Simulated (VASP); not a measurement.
# Ru (P6_3/mmc) in VASP: further runs

Ru is run at these levels: PBE; tasks: single point.

Program: VASP 6.6.1. These are calculated values, not measurements. Logs are shortened: lines on timing, memory, paths and dates and some standing lists are left out, and cuts for length are marked.

**1. The cell of the first run**

The structure is hexagonal, space group P6_3/mmc (No. 194). Conventional cell: a = 2.662 Å, b = 2.662 Å, c = 4.217 Å, α = 90.00°, β = 90.00°, γ = 120.00°. Within 3.4 Å of Ru (site symmetry -6m2) lie 12 Ru at 2.61 to 2.66 Å.

**2. Single point, PBE (12.94 Å³/atom)**

INCAR

```
SYSTEM = Ru
ALGO = Normal ; EDIFF = 1E-7
ENCUT = 520 ; GGA = PE
ISIF = 2 ; ISMEAR = 0
LASPH = .True. ; LCHARG = .False.
LREAL = .False. ; LWAVE = .False.
NBANDS = 21 ; NELM = 100
PREC = Accurate ; SIGMA = 0.1
```

KPOINTS

```
k-points
0
Gamma
  18 18 10
  0 0 0
```

POSCAR

```
Ru
1.0
    2.6621428577      0.0000000000      0.0000000000
   -1.3310714289      2.3054833432      0.0000000000
    0.0000000000      0.0000000000      4.2165088489
Ru
2
Direct
    0.3333333333      0.6666666667      0.2500000000
    0.6666666667      0.3333333333      0.7500000000
```

Potentials or basis: VASP PAW PBE potentials, release 64 (Ru_pv).

Run with:

```sh
$ cat potpaw_PBE.64/Ru_pv/POTCAR > POTCAR
$ mpirun -np 1 vasp_std > vasp.out
```

OUTCAR:

```text
SYSTEM = Ru
   EDIFF = 1E-7
   ENCUT = 520
   GGA = PE
   ISIF = 2
   ISMEAR = 0
   LASPH = .True.
   LREAL = .False.
   NELM = 100
   PREC = Accurate

 ion  position               nearest neighbor table
   1  0.333  0.667  0.250-   2 2.61   2 2.61   2 2.61   2 2.61   2 2.61   2 2.61
   2  0.667  0.333  0.750-   1 2.61   1 2.61   1 2.61   1 2.61   1 2.61   1 2.61

  LATTYP: Found a hexagonal cell.
 ALAT       =     2.6621428577
 C/A-ratio  =     1.5838777535

  Lattice vectors:

 A1 = (   2.6621428577,   0.0000000000,   0.0000000000)
 A2 = (  -1.3310714289,   2.3054833432,   0.0000000000)
 A3 = (   0.0000000000,   0.0000000000,   4.2165088489)

Analysis of symmetry for initial positions (statically):
=====================================================================
 Subroutine PRICEL returns:
 Original cell was already a primitive cell.

 Routine SETGRP: Setting up the symmetry group for a
 hexagonal supercell.

 Subroutine GETGRP returns: Found 24 space group operations
 (whereof 12 operations were pure point group operations)
 out of a pool of 24 trial point group operations.

The static configuration has the point symmetry D_3d.
 The point group associated with its full space group is D_6h.

Analysis of symmetry for dynamics (positions and initial velocities):
=====================================================================
 Subroutine PRICEL returns:
 Original cell was already a primitive cell.

 Routine SETGRP: Setting up the symmetry group for a
 hexagonal supercell.

 Subroutine GETGRP returns: Found 24 space group operations
 (whereof 12 operations were pure point group operations)
 out of a pool of 24 trial point group operations.

The dynamic configuration has the point symmetry D_3d.
 The point group associated with its full space group is D_6h.

 Subroutine INISYM returns: Found 24 space group operations
 (whereof 12 operations are pure point group operations),
 and found     1 'primitive' translations

----------------------------------------------------------------------------------------

                                     Primitive cell

  volume of cell :      25.8789

  direct lattice vectors                    reciprocal lattice vectors
     2.662142858  0.000000000  0.000000000     0.375637242  0.216874263  0.000000000
    -1.331071429  2.305483343  0.000000000     0.000000000  0.433748525  0.000000000
     0.000000000  0.000000000  4.216508849     0.000000000  0.000000000  0.237163027

  length of vectors
     2.662142858  2.662142858  4.216508849     0.433748525  0.433748525  0.237163027

  position of ions in fractional coordinates (direct lattice)
     0.333333333  0.666666667  0.250000000
     0.666666667  0.333333333  0.750000000

  ion indices of the primitive-cell ions
   primitive index   ion index
                 1           1
                 2           2

----------------------------------------------------------------------------------------

 KPOINTS: k-points

Automatic generation of k-mesh.
 Grid dimensions read from file:
 generate k-points for:   18   18   10

 Generating k-lattice:

  Cartesian coordinates                     Fractional coordinates (reciprocal lattice)
     0.020868736  0.012048570  0.000000000     0.055555556  0.000000000  0.000000000
     0.000000000  0.024097140  0.000000000     0.000000000  0.055555556  0.000000000
     0.000000000  0.000000000  0.023716303     0.000000000  0.000000000  0.100000000

  Length of vectors
     0.024097140  0.024097140  0.023716303

  Shift w.r.t. Gamma in fractional coordinates (k-lattice)
     0.000000000  0.000000000  0.000000000

 Subroutine IBZKPT returns following result:
 ===========================================

 Found    222 irreducible k-points:

 Following reciprocal coordinates:
            Coordinates               Weight
  0.000000  0.000000  0.000000      1.000000
  0.055556 -0.000000  0.000000      6.000000
  0.111111 -0.000000  0.000000      6.000000
  0.166667  0.000000  0.000000      6.000000
  0.222222 -0.000000  0.000000      6.000000
  0.277778 -0.000000  0.000000      6.000000
[... 16 lines left out ...]
  0.333333  0.111111  0.000000     12.000000
  0.388889  0.111111  0.000000     12.000000
 [... further k-points ...]
   k-points           NKPTS =    222   k-points in BZ     NKDIM =    222   number of bands    NBANDS=     21
   number of dos      NEDOS =    301   number of ions     NIONS =      2
   total plane-waves  NPLWV =  12800
   dimension x,y,z NGX =    20 NGY =   20 NGZ =   32
   dimension x,y,z NGXF=    40 NGYF=   40 NGZF=   64
   ions per type =               2
   NGX,Y,Z   is equivalent  to a cutoff of  12.49, 12.49, 12.62 a.u.
   NGXF,Y,Z  is equivalent  to a cutoff of  24.98, 24.98, 25.23 a.u.
 SYSTEM =  Ru
   PREC   = accura    normal or accurate (medium, high low for compatibility)
   ISTART =      0    job   : 0-new  1-cont  2-samecut
   ICHARG =      2    charge: 1-file 2-atom 10-const
   ISPIN  =      1    spin polarized calculation?
   LNONCOLLINEAR =      F non collinear calculations
   LSORBIT =      F    spin-orbit coupling
   LASPH  =      T    aspherical Exc in radial PAW
   ENCUT  =  520.0 eV  38.22 Ry    6.18 a.u.   4.95  4.95  7.84*2*pi/ulx,y,z
   NELM   =    100;   NELMIN=  2; NELMDL= -5     # of ELM steps
   EDIFF  = 0.1E-06   stopping-criterion for ELM
   LREAL  =      F    real-space projection
   EDIFFG = 0.1E-05   stopping-criterion for IOM
   NSW    =      0    number of steps for IOM
   IBRION =     -1    ionic relax: 0-MD 1-quasi-New 2-CG
   NFREE  =      0    steps in history (QN), initial steepest desc. (CG)
   ISIF   =      2    stress and relaxation
   ISYM   =      2    0-nonsym 1-usesym 2-fastsym
   POTIM  = 0.5000    time-step for ionic-motion
   TEBEG  =    0.0;   TEEND  =   0.0 temperature during run
   PSTRESS=    0.0 pullay stress
   NELECT =      28.0000    total number of electrons
   NUPDOWN=      -1.0000    fix difference up-down
   EMIN   =  10.00;   EMAX   =-10.00  energy-range for DOS
   EFERMI =   0.00;   METHOD = LEGACY
   ISMEAR =     0;   SIGMA  =   0.10  broadening in eV -4-tet -1-fermi 0-gaus
   EFERMI_NEDOS =   21; number of points for ismear=-14 and -15
   IALGO  =     38    algorithm
   IMIX   =      4    mixing-type and parameters
     AMIX     =   0.40;   BMIX     =  1.00
     AMIX_MAG =   1.60;   BMIX_MAG =  1.00
  volume/ion in A,a.u.               =      12.94        87.32
  Fermi-wavevector in a.u.,A,eV,Ry     =   1.680656  3.175979 38.431059  2.824603
  Thomas-Fermi vector in A             =   2.764351
   LORBIT       =      0    0 simple, 1 ext, 2 COOP (PROOUT), +10 PAW based schemes
   GGA     = PE    functional components
   LHFCALC =     F    Hartree Fock is set to
   AEXX    =    0.0000 exact exchange contribution
   IVDW    =     0    specifies the selected vdW correction
   LEPSILON=     F    determine dielectric tensor
   LRPA    =     F    only Hartree local field effects (RPA)
 non-spin polarized calculation
 Gauss-broadening in eV      SIGMA  =   0.10
  energy-cutoff  :      520.00
  volume of cell :       25.88
 maximum number of plane-waves:       717
 NGX is ok and might be reduce to    20
   NGX =  9   NGY =  9   NGZ = 15

 number of electron      27.9999991 magnetization

 Free energy of the ion-electron system (eV)
  ---------------------------------------------------
  ext. energy  EPLUGINS =         0.00000000
  ---------------------------------------------------
  free energy    TOTEN  =       -18.36265396 eV

  energy without entropy =      -18.35418687  energy(sigma->0) =      -18.35842042

 E-fermi :  13.7324     XC(G=0): -14.4203

 val. band max:       13.7323462937   @ k =   0.1667   0.1111   0.3000
 cond. band min:      13.7430900644   @ k =   0.0556  -0.0000   0.1000
 fundamental gap:      0.0107437707
 Fermi energy:        13.7324290012

 k-point     1 :       0.0000    0.0000    0.0000
  band No.  band energies     occupation
      1     -30.1031      2.00000
      2     -29.0099      2.00000
      3     -29.0099      2.00000
      4     -28.8135      2.00000
      5     -28.8135      2.00000
      6     -28.7675      2.00000
[... 13 lines left out ...]
     20      24.1076      0.00000
     21      24.6601      0.00000

 k-point     2 :       0.0556   -0.0000    0.0000
  band No.  band energies     occupation
      1     -30.0908      2.00000
      2     -29.0366      2.00000
      3     -29.0189      2.00000
      4     -28.8414      2.00000
      5     -28.8171      2.00000
      6     -28.7732      2.00000
[... 13 lines left out ...]
     20      24.1075      0.00000
     21      24.6424      0.00000

 k-point     3 :       0.1111   -0.0000    0.0000
  band No.  band energies     occupation
      1     -30.0545      2.00000
      2     -29.1135      2.00000
      3     -29.0443      2.00000
      4     -28.9209      2.00000
      5     -28.8277      2.00000
      6     -28.7901      2.00000
[... 13 lines left out ...]
     20      24.1075      0.00000
     21      24.5828      0.00000

 k-point     4 :       0.1667    0.0000    0.0000
  band No.  band energies     occupation
      1     -29.9964      2.00000
      2     -29.2313      2.00000
      3     -29.0823      2.00000
      4     -29.0404      2.00000
      5     -28.8449      2.00000
      6     -28.8185      2.00000
[... 13 lines left out ...]
     20      24.1074      0.00000
     21      24.4752      0.00000

 k-point     5 :       0.2222   -0.0000    0.0000
  band No.  band energies     occupation
      1     -29.9202      2.00000
      2     -29.3757      2.00000
      3     -29.1832      2.00000
      4     -29.1275      2.00000
      5     -28.8671      2.00000
      6     -28.8583      2.00000
[... 13 lines left out ...]
     20      24.1074      0.00000
     21      24.3343      0.00000
[... 382 lines left out ...]
     20      24.1073      0.00000
     21      24.2585      0.00000

 k-point    22 :       0.2778    0.1111    0.0000
  band No.  band energies     occupation
      1     -29.7075      2.00000
      2     -29.6569      2.00000
      3     -29.4999      2.00000
      4     -29.2351      2.00000
      5     -28.9854      2.00000
      6     -28.9756      2.00000
[... 13 lines left out ...]
     20      24.1722      0.00000
     21      24.1870      0.00000

 k-point    23 :       0.3333    0.1111    0.0000
  band No.  band energies     occupation
      1     -29.7661      2.00000
      2     -29.6157      2.00000
      3     -29.5739      2.00000
      4     -29.2899      2.00000
      5     -29.0489      2.00000
      6     -29.0005      2.00000
[... 13 lines left out ...]
     20      24.1073      0.00000
     21      25.0437      0.00000

 k-point    24 :       0.3889    0.1111    0.0000
  band No.  band energies     occupation
      1     -29.8369      2.00000
      2     -29.6220      2.00000
      3     -29.5413      2.00000
      4     -29.3251      2.00000
      5     -29.1048      2.00000
      6     -29.0167      2.00000
[... 13 lines left out ...]
     20      24.1068      0.00000
     21      25.3685      0.00000

 [... further k-points ...]

------------------------ aborting loop because EDIFF is reached ----------------------------------------

  FORCE on cell =-STRESS in cart. coord.  units (eV):
  Direction    XX          YY          ZZ          XY          YZ          ZX
  --------------------------------------------------------------------------------------
  -------------------------------------------------------------------------------------
  Total        3.6103409      3.6103409      3.6153254     -0.0000000      0.0000000     -0.0000000
  in kB      223.5179646    223.5179646    223.8265538     -0.0000000      0.0000000     -0.0000000
  external PRESSURE =     223.6208277 kB  Pullay stress =       0.0000000 kB

 VOLUME and BASIS-vectors are now :
 -----------------------------------------------------------------------------
  energy-cutoff  :      520.00
  volume of cell :       25.88
      direct lattice vectors                 reciprocal lattice vectors
     2.662142858  0.000000000  0.000000000     0.375637242  0.216874263  0.000000000
    -1.331071429  2.305483343  0.000000000     0.000000000  0.433748525  0.000000000
     0.000000000  0.000000000  4.216508849     0.000000000  0.000000000  0.237163027

 POSITION                                       TOTAL-FORCE (eV/Angst)
 -----------------------------------------------------------------------------------
     -0.00000      1.53699      1.05413        -0.000000      0.000000      0.000000
      1.33107      0.76849      3.16238         0.000000      0.000000      0.000000
 -----------------------------------------------------------------------------------
    total drift:                                0.000000     -0.000000      0.000000

  FREE ENERGIE OF THE ION-ELECTRON SYSTEM (eV)
  ---------------------------------------------------
  free  energy   TOTEN  =       -18.3626539647 eV

  energy  without entropy=      -18.3541868683  energy(sigma->0) =      -18.35842042
```

It took 2.5 min on 1 thread of Intel Xeon 8259CL, shared host; peak memory 0.21 GiB.

What came out:

- Free energy: -18.3627 eV
- Pressure: 22.4 GPa
- Band gap on the k mesh: zero (bands 14 and 15 overlap by 3.36 eV)

Levels at points of the mesh, in eV from the Fermi level:
| k point | band 10 | band 11 | band 12 | band 13 | band 14 | band 15 | band 16 | band 17 | band 18 | band 19 |
| --- | --- | --- | --- | --- | --- | --- | --- | --- | --- | --- |
| (0.00, 0.00, 0.00) | -2.78 | -2.60 | -2.05 | -2.05 | -1.48 | -1.48 | 1.28 | 1.28 | 1.35 | 10.37 |
| (0.50, 0.00, 0.00) | -3.22 | -2.21 | -1.86 | -1.61 | 1.56 | 2.01 | 2.08 | 4.35 | 6.51 | 10.37 |
| (0.00, 0.00, 0.50) | -2.96 | -2.96 | -2.96 | -2.86 | -2.86 | 0.60 | 0.60 | 0.60 | 0.60 | 10.37 |
| (0.50, 0.00, 0.50) | -4.85 | -1.13 | -1.13 | 0.49 | 0.49 | 1.84 | 1.84 | 3.60 | 3.60 | 10.37 |

Caveat: the cell stands under pressure.

**3. Single point, PBE (13.35 Å³/atom)**

This run uses another cell than the first one, of 13.35 Å³/atom.

INCAR

```
SYSTEM = Ru
PREC = Accurate
ENCUT = 520
EDIFF = 1E-7
ISMEAR = 0
SIGMA = 0.1
LREAL = .False.
LASPH = .True.
NELM = 80
ALGO = Fast
ISIF = 2
LWAVE = .False.
LCHARG = .False.
GGA = PE
NBANDS = 21
```

KPOINTS

```
regular mesh
0
Gamma
  18 18 10
  0 0 0
```

POSCAR

```
Ru
1.0
    2.6913137795      0.0000000000      0.0000000000
   -1.3456568897      2.3307461026      0.0000000000
    0.0000000000      0.0000000000      4.2572675169
Ru
2
Direct
    0.3333333333      0.6666666667      0.2500000000
    0.6666666667      0.3333333333      0.7500000000
```

Potentials or basis: VASP PAW PBE potentials, release 64 (Ru_pv).

Run with:

```sh
$ cat potpaw_PBE.64/Ru_pv/POTCAR > POTCAR
$ mpirun -np 1 vasp_std > vasp.out
```

It took 3 min on 1 thread of Intel Xeon 8259CL, shared host; peak memory 0.21 GiB.

It converged, with:

* Free energy: -18.4461 eV
* Pressure: 10.1 GPa
* Band gap on the k mesh: zero (bands 14 and 15 overlap by 3.21 eV)

Levels at points of the mesh, in eV from the Fermi level:
```
           k point  band 12  band 13  band 14  band 15  band 16  band 17
(0.00, 0.00, 0.00)    -1.95    -1.95    -1.42    -1.42     1.22     1.22
(0.50, 0.00, 0.00)    -1.81    -1.54     1.47     1.90     1.98     4.17
(0.00, 0.00, 0.50)    -2.82    -2.75    -2.75     0.57     0.57     0.57
(0.50, 0.00, 0.50)    -1.08     0.47     0.47     1.73     1.73     3.47
```

Caveat: the cell stands under pressure.

(Continued in part 2 of 2.)
